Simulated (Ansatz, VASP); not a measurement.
**Two plane-wave programs on BiB**

```
B Bi
1.0
     3.78667    0.00000    0.00000
    -1.89333    3.27935    0.00000
     0.00000    0.00000    6.24530
B Bi
2 2
Direct
  0.33333 0.66667 0.00024
  0.66667 0.33333 0.50024
  0.33333 0.66667 0.37476
  0.66667 0.33333 0.87476
```

Alike in both runs: task single point; functional r2SCAN; k mesh 6 × 6 × 4; occupations fermi-dirac, width 0.02 eV; no spin polarisation.

|  | VASP | Ansatz |
| --- | --- | --- |
| version | VASP 6.6.1 | Ansatz 0.2.0 |
| potentials or method | VASP PAW PBE potentials, release 64 (B, Bi_d) | plane waves, PAW |
| plane-wave cutoff (eV) | 520 | 500 |
| valence electrons in the cell | 36 | 36 |

|  | VASP | Ansatz | Ansatz less VASP |
| --- | --- | --- | --- |
| pressure (GPa) | 5.6 | 5.6 | +0.05 |
| traceless stress, the component that is largest in VASP (GPa) | -0.11 | -0.12 | -0.009 |
| rms of the force components (eV/Å) | 0.014 | 0.014 | +0.0005 |

VASP's potentials were made for PBE, not for r2SCAN. Atom by atom the forces differ by 0.001 eV/Å (rms over components).

Spin-orbit coupling is off throughout.
